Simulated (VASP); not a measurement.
# YN (Fm-3m) in VASP: further runs

The runs below take YN through single point, with PBE, RPBE, PBE+D3(BJ), r2SCAN+D4.

Everything below comes from runs of VASP 6.6.1. Logs are shortened: lines on timing, memory, paths and dates and some standing lists are left out, and cuts for length are marked.

**1. The cell of the first run**

The structure is cubic, space group Fm-3m (No. 225). The conventional cell has a = 4.908 Å, b = 4.908 Å, c = 4.908 Å, α = 90.00°, β = 90.00°, γ = 90.00°. Y (site symmetry m-3m) has 6 N at 2.45 Å within 3.2 Å. Within 3.2 Å of N (site symmetry m-3m) lie 6 Y at 2.45 Å.

**2. Single point, PBE**

The input, INCAR:

```
SYSTEM = YN
PREC = Accurate
ENCUT = 600
EDIFF = 1E-6
ISMEAR = 0
SIGMA = 0.01
LREAL = .False.
LASPH = .True.
NELM = 120
ALGO = Normal
ISIF = 2
LWAVE = .False.
LCHARG = .False.
GGA = PE
NBANDS = 15
GGA_COMPAT = .False.
```

The input, KPOINTS:

```
regular mesh
0
Gamma
  6 6 6
  0 0 0
```

The input, POSCAR:

```
YN
1.0
    0.0000000000      2.4537589042      2.4537589042
    2.4537589042      0.0000000000      2.4537589042
    2.4537589042      2.4537589042      0.0000000000
Y N
1 1
Direct
    0.0000000000      0.0000000000      0.0000000000
    0.5000000000      0.5000000000      0.5000000000
```

Potentials or basis: VASP PAW PBE potentials, release 64 (Y_sv, N).

The run is started by

```sh
$ cat potpaw_PBE.64/Y_sv/POTCAR potpaw_PBE.64/N/POTCAR > POTCAR
$ mpirun -np 1 vasp_std > vasp.out
```

OUTCAR:

```text
SYSTEM = YN
   PREC = Accurate
   ENCUT = 600
   EDIFF = 1E-6
   ISMEAR = 0
   LREAL = .False.
   LASPH = .True.
   NELM = 120
   ISIF = 2
   GGA = PE

 ion  position               nearest neighbor table
   1  0.000  0.000  0.000-   2 2.45   2 2.45   2 2.45   2 2.45   2 2.45   2 2.45
   2  0.500  0.500  0.500-   1 2.45   1 2.45   1 2.45   1 2.45   1 2.45   1 2.45

  LATTYP: Found a face centered cubic cell.
 ALAT       =     4.9075178084

  Lattice vectors:

 A1 = (   0.0000000000,   2.4537589042,   2.4537589042)
 A2 = (   2.4537589042,   0.0000000000,   2.4537589042)
 A3 = (   2.4537589042,   2.4537589042,   0.0000000000)

Analysis of symmetry for initial positions (statically):
=====================================================================
 Subroutine PRICEL returns:
 Original cell was already a primitive cell.

 Routine SETGRP: Setting up the symmetry group for a
 face centered cubic supercell.

 Subroutine GETGRP returns: Found 48 space group operations
 (whereof 48 operations were pure point group operations)
 out of a pool of 48 trial point group operations.

The static configuration has the point symmetry O_h .

Analysis of symmetry for dynamics (positions and initial velocities):
=====================================================================
 Subroutine PRICEL returns:
 Original cell was already a primitive cell.

 Routine SETGRP: Setting up the symmetry group for a
 face centered cubic supercell.

 Subroutine GETGRP returns: Found 48 space group operations
 (whereof 48 operations were pure point group operations)
 out of a pool of 48 trial point group operations.

The dynamic configuration has the point symmetry O_h .

 Subroutine INISYM returns: Found 48 space group operations
 (whereof 48 operations are pure point group operations),
 and found     1 'primitive' translations

----------------------------------------------------------------------------------------

                                     Primitive cell

  volume of cell :      29.5478

  direct lattice vectors                    reciprocal lattice vectors
     0.000000000  2.453758904  2.453758904    -0.203769001  0.203769001  0.203769001
     2.453758904  0.000000000  2.453758904     0.203769001 -0.203769001  0.203769001
     2.453758904  2.453758904  0.000000000     0.203769001  0.203769001 -0.203769001

  length of vectors
     3.470139121  3.470139121  3.470139121     0.352938262  0.352938262  0.352938262

  position of ions in fractional coordinates (direct lattice)
     0.000000000  0.000000000  0.000000000
     0.500000000  0.500000000  0.500000000

  ion indices of the primitive-cell ions
   primitive index   ion index
                 1           1
                 2           2

----------------------------------------------------------------------------------------

 KPOINTS: regular mesh

Automatic generation of k-mesh.
 Grid dimensions read from file:
 generate k-points for:    6    6    6

 Generating k-lattice:

  Cartesian coordinates                     Fractional coordinates (reciprocal lattice)
    -0.033961500  0.033961500  0.033961500     0.166666667  0.000000000  0.000000000
     0.033961500 -0.033961500  0.033961500     0.000000000  0.166666667  0.000000000
     0.033961500  0.033961500 -0.033961500     0.000000000  0.000000000  0.166666667

  Length of vectors
     0.058823044  0.058823044  0.058823044

  Shift w.r.t. Gamma in fractional coordinates (k-lattice)
     0.000000000  0.000000000  0.000000000

 Subroutine IBZKPT returns following result:
 ===========================================

 Found     16 irreducible k-points:

 Following reciprocal coordinates:
            Coordinates               Weight
  0.000000  0.000000  0.000000      1.000000
  0.166667  0.000000  0.000000      8.000000
  0.333333  0.000000  0.000000      8.000000
  0.500000  0.000000  0.000000      4.000000
  0.166667  0.166667  0.000000      6.000000
  0.333333  0.166667  0.000000     24.000000
[... 8 lines left out ...]
 -0.333333  0.333333  0.166667     24.000000
 -0.333333  0.500000  0.166667     12.000000
   k-points           NKPTS =     16   k-points in BZ     NKDIM =     16   number of bands    NBANDS=     15
   number of dos      NEDOS =    301   number of ions     NIONS =      2
   total plane-waves  NPLWV =  21952
   dimension x,y,z NGX =    28 NGY =   28 NGZ =   28
   dimension x,y,z NGXF=    56 NGYF=   56 NGZF=   56
   ions per type =               1   1
   NGX,Y,Z   is equivalent  to a cutoff of  13.41, 13.41, 13.41 a.u.
   NGXF,Y,Z  is equivalent  to a cutoff of  26.83, 26.83, 26.83 a.u.
 SYSTEM =  YN
   PREC   = accura    normal or accurate (medium, high low for compatibility)
   ISTART =      0    job   : 0-new  1-cont  2-samecut
   ICHARG =      2    charge: 1-file 2-atom 10-const
   ISPIN  =      1    spin polarized calculation?
   LNONCOLLINEAR =      F non collinear calculations
   LSORBIT =      F    spin-orbit coupling
   LASPH  =      T    aspherical Exc in radial PAW
   ENCUT  =  600.0 eV  44.10 Ry    6.64 a.u.   6.93  6.93  6.93*2*pi/ulx,y,z
   NELM   =    120;   NELMIN=  2; NELMDL= -5     # of ELM steps
   EDIFF  = 0.1E-05   stopping-criterion for ELM
   LREAL  =      F    real-space projection
   EDIFFG = 0.1E-04   stopping-criterion for IOM
   NSW    =      0    number of steps for IOM
   IBRION =     -1    ionic relax: 0-MD 1-quasi-New 2-CG
   NFREE  =      0    steps in history (QN), initial steepest desc. (CG)
   ISIF   =      2    stress and relaxation
   ISYM   =      2    0-nonsym 1-usesym 2-fastsym
   POTIM  = 0.5000    time-step for ionic-motion
   TEBEG  =    0.0;   TEEND  =   0.0 temperature during run
   PSTRESS=    0.0 pullay stress
   NELECT =      16.0000    total number of electrons
   NUPDOWN=      -1.0000    fix difference up-down
   EMIN   =  10.00;   EMAX   =-10.00  energy-range for DOS
   EFERMI =   0.00;   METHOD = LEGACY
   ISMEAR =     0;   SIGMA  =   0.01  broadening in eV -4-tet -1-fermi 0-gaus
   EFERMI_NEDOS =   21; number of points for ismear=-14 and -15
   IALGO  =     38    algorithm
   IMIX   =      4    mixing-type and parameters
     AMIX     =   0.40;   BMIX     =  1.00
     AMIX_MAG =   1.60;   BMIX_MAG =  1.00
  volume/ion in A,a.u.               =      14.77        99.70
  Fermi-wavevector in a.u.,A,eV,Ry     =   1.334360  2.521574 24.225391  1.780516
  Thomas-Fermi vector in A             =   2.463147
   LORBIT       =      0    0 simple, 1 ext, 2 COOP (PROOUT), +10 PAW based schemes
   GGA     = PE    functional components
   LHFCALC =     F    Hartree Fock is set to
   AEXX    =    0.0000 exact exchange contribution
   IVDW    =     0    specifies the selected vdW correction
   LEPSILON=     F    determine dielectric tensor
   LRPA    =     F    only Hartree local field effects (RPA)
 non-spin polarized calculation
 Gauss-broadening in eV      SIGMA  =   0.01
  energy-cutoff  :      600.00
  volume of cell :       29.55
 maximum number of plane-waves:      1002
   NGX = 13   NGY = 13   NGZ = 13

 number of electron      16.0000001 magnetization

 Free energy of the ion-electron system (eV)
  ---------------------------------------------------
  ext. energy  EPLUGINS =         0.00000000
  ---------------------------------------------------
  free energy    TOTEN  =       -18.22191044 eV

  energy without entropy =      -18.22191044  energy(sigma->0) =      -18.22191044

 E-fermi :   4.2294     XC(G=0): -11.1897

 val. band max:        4.0996222472   @ k =   0.0000   0.0000   0.0000
 cond. band min:       4.2928941897   @ k =   0.5000   0.5000   0.0000
 fundamental gap:      0.1932719425
 Fermi energy:         4.2294408520

 k-point     1 :       0.0000    0.0000    0.0000
  band No.  band energies     occupation
      1     -36.8000      2.00000
      2     -16.4521      2.00000
      3     -16.4521      2.00000
      4     -16.4521      2.00000
      5      -8.7869      2.00000
      6       4.0996      2.00000
      7       4.0996      2.00000
      8       4.0996      2.00000
      9       7.2069      0.00000
     10       7.2069      0.00000
     11       7.2069      0.00000
     12       8.1404      0.00000
     13       9.1577      0.00000
     14       9.1577      0.00000
     15      14.8845      0.00000

 k-point     2 :       0.1667    0.0000    0.0000
  band No.  band energies     occupation
      1     -36.7720      2.00000
      2     -16.7520      2.00000
      3     -16.4726      2.00000
      4     -16.4726      2.00000
      5      -8.3507      2.00000
      6       2.6880      2.00000
      7       3.3197      2.00000
      8       3.3197      2.00000
      9       7.3987      0.00000
     10       7.8402      0.00000
     11       7.8402      0.00000
     12       9.5139      0.00000
     13      10.4042      0.00000
     14      10.4042      0.00000
     15      16.4879      0.00000

 k-point     3 :       0.3333    0.0000    0.0000
  band No.  band energies     occupation
      1     -36.7153      2.00000
      2     -17.2858      2.00000
      3     -16.5132      2.00000
      4     -16.5132      2.00000
      5      -7.5015      2.00000
      6       0.8240      2.00000
      7       2.2801      2.00000
      8       2.2801      2.00000
      9       8.3145      0.00000
     10       9.3390      0.00000
     11       9.3390      0.00000
     12      11.2078      0.00000
     13      12.7144      0.00000
     14      12.7144      0.00000
     15      17.8743      0.00000
[... 199 lines left out ...]
 k-point    15 :      -0.3333    0.3333    0.1667
  band No.  band energies     occupation
      1     -36.6595      2.00000
      2     -17.2210      2.00000
      3     -16.9031      2.00000
      4     -16.6933      2.00000
      5      -7.6809      2.00000
      6       1.3932      2.00000
      7       2.4069      2.00000
      8       2.4398      2.00000
      9       8.2488      0.00000
     10       8.4473      0.00000
     11      11.3169      0.00000
     12      11.7167      0.00000
     13      13.2073      0.00000
     14      15.9210      0.00000
     15      16.3358      0.00000

 k-point    16 :      -0.3333    0.5000    0.1667
  band No.  band energies     occupation
      1     -36.6506      2.00000
      2     -17.1438      2.00000
      3     -16.8937      2.00000
      4     -16.8245      2.00000
      5      -7.9951      2.00000
      6       2.3499      2.00000
      7       2.5135      2.00000
      8       2.7472      2.00000
      9       6.4838      0.00000
     10       9.7045      0.00000
     11      11.2214      0.00000
     12      11.9072      0.00000
     13      12.5271      0.00000
     14      15.7292      0.00000
     15      16.0404      0.00000

------------------------ aborting loop because EDIFF is reached ----------------------------------------

  FORCE on cell =-STRESS in cart. coord.  units (eV):
  Direction    XX          YY          ZZ          XY          YZ          ZX
  --------------------------------------------------------------------------------------
  -------------------------------------------------------------------------------------
  Total       -0.0431104     -0.0431104     -0.0431104      0.0000000      0.0000000     -0.0000000
  in kB       -2.3375825     -2.3375825     -2.3375825      0.0000000      0.0000000     -0.0000000
  external PRESSURE =      -2.3375825 kB  Pullay stress =       0.0000000 kB

 VOLUME and BASIS-vectors are now :
 -----------------------------------------------------------------------------
  energy-cutoff  :      600.00
  volume of cell :       29.55
      direct lattice vectors                 reciprocal lattice vectors
     0.000000000  2.453758904  2.453758904    -0.203769001  0.203769001  0.203769001
     2.453758904  0.000000000  2.453758904     0.203769001 -0.203769001  0.203769001
     2.453758904  2.453758904  0.000000000     0.203769001  0.203769001 -0.203769001

 POSITION                                       TOTAL-FORCE (eV/Angst)
 -----------------------------------------------------------------------------------
      0.00000      0.00000      0.00000         0.000000      0.000000      0.000000
      2.45376      2.45376      2.45376         0.000000      0.000000     -0.000000
 -----------------------------------------------------------------------------------
    total drift:                                0.000000      0.000000      0.000000

  FREE ENERGIE OF THE ION-ELECTRON SYSTEM (eV)
  ---------------------------------------------------
  free  energy   TOTEN  =       -18.2219104425 eV

  energy  without entropy=      -18.2219104425  energy(sigma->0) =      -18.22191044
```

It took 28 s on 1 thread of Intel Xeon 8259CL, shared host; peak memory 0.17 GiB.

What came out:

| Quantity | Value |
| --- | --- |
| Free energy | -18.2219 eV |
| Pressure | -0.2 GPa |
| Band gap on the k mesh | 0.19 eV, indirect (least direct gap 0.59 eV) |

Levels at points of the mesh, in eV from the valence-band top:
| k point | band 4 | band 5 | band 6 | band 7 | band 8 | band 9 | band 10 | band 11 | band 12 | band 13 |
| --- | --- | --- | --- | --- | --- | --- | --- | --- | --- | --- |
| (0.00, 0.00, 0.00) | -20.55 | -12.89 | 0.00 | 0.00 | 0.00 | 3.11 | 3.11 | 3.11 | 4.04 | 5.06 |
| (0.50, 0.00, 0.00) | -20.63 | -11.17 | -4.05 | -2.22 | -2.22 | 5.63 | 6.29 | 6.29 | 6.65 | 10.04 |
| (0.50, 0.50, 0.00) | -20.86 | -12.44 | -1.52 | -0.40 | -0.40 | 0.19 | 6.76 | 7.09 | 7.80 | 7.80 |

A k mesh can miss the band edges.

(Part 1 of 2 ends here.)
